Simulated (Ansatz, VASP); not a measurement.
One calculation of Ti3S2, two programs

INCAR

```
  ALGO = Normal
  EDIFF = 1E-6
  ENCUT = 520
  GGA = PS
  ISIF = 2
  ISMEAR = 1
  LASPH = T
  LCHARG = F
  LREAL = F
  LWAVE = F
  NBANDS = 32
  NELM = 60
  PREC = Accurate
  SIGMA = 0.05
```

KPOINTS

```
k-points
0
Gamma
  6 6 6
```

The input POSCAR:

```
Ti3S2
1.0
    2.6949006594      1.5559067973      3.2158903520
   -2.6949006594      1.5559067973      3.2158903520
    0.0000000000     -3.1118036618      3.2158903520
Ti S
3 2
Direct
    0.3356500000      0.6643400000      0.0000000000
    0.6643400000      0.0000000000      0.3356500000
    0.0000000000      0.3356500000      0.6643400000
    0.8321600000      0.8321600000      0.8321600000
    0.1678400000      0.1678400000      0.1678400000
```

Input for Ansatz:

```yaml
crystal:
  lattice:
    - [2.6949006593956777, 1.555906797325054, 3.215890351984488]
    - [-2.6949006593956777, 1.555906797325054, 3.215890351984488]
    - [0.0, -3.111803661766224, 3.215890351984488]
  atoms:
    - { symbol: Ti, position: [0.33565, 0.66434, 0.0] }
    - { symbol: Ti, position: [0.66434, 0.0, 0.33565] }
    - { symbol: Ti, position: [0.0, 0.33565, 0.66434] }
    - { symbol: S, position: [0.83216, 0.83216, 0.83216] }
    - { symbol: S, position: [0.16784, 0.16784, 0.16784] }
basis:
  ecutwfc: 500.0
kpoints:
  mp_grid:
    grid: [6, 6, 6]
hamiltonian:
  xc: pbesol
scf:
  occupations:
    method: cold
    width: 0.05
output:
  stress: true
```

Alike in both runs: task single point; functional PBEsol; k mesh 6 × 6 × 6; no spin polarisation.

```csv
,VASP,Ansatz
version,VASP 6.6.1,Ansatz 0.2.0
potentials or method,"VASP PAW PBE potentials, release 64 (Ti_sv, S), cutoff 520 eV","plane waves, PAW"
occupations,"methfessel-paxton of order 1, width 0.05 eV","cold, width 0.05 eV"
valence electrons in the cell,48,48
```

|  | VASP | Ansatz | Ansatz less VASP |
| --- | --- | --- | --- |
| pressure (GPa) | -1.7 | -2.0 | -0.21 |
| traceless stress, the component that is largest in VASP (GPa) | -0.11 | -0.17 | -0.059 |

VASP's potentials were made for PBE, not for PBEsol. Ansatz's warnings: structure snapped to symmetry.
